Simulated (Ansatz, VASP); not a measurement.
## GaN: VASP beside Ansatz

```
Ga N
1.0
     0.00000    2.22623    2.22623
     2.22623    0.00000    2.22623
     2.22623    2.22623    0.00000
Ga N
1 1
Direct
  0.00000 0.00000 0.00000
  0.75000 0.75000 0.75000
```

Alike in both runs: task single point; functional r2SCAN; k mesh 8 × 8 × 8; no spin polarisation.

|  | VASP | Ansatz |
| --- | --- | --- |
| version | VASP 6.6.1 | Ansatz 0.2.0 |
| potentials or method | VASP PAW PBE potentials, release 64 (Ga_d, N_h) | plane waves, PAW |
| plane-wave cutoff (eV) | 1460 | 500 |
| occupations | gaussian, width 0.01 eV | fixed |
| valence electrons in the cell | 18 | 18 |

|  | VASP | Ansatz | Ansatz less VASP |
| --- | --- | --- | --- |
| gap on the k mesh at the Fermi level (eV) | 2.36 | 2.37 | +0.012 |
| pressure (GPa) | 7.4 | 6.4 | -1.05 |

VASP's potentials were made for PBE, not for r2SCAN.
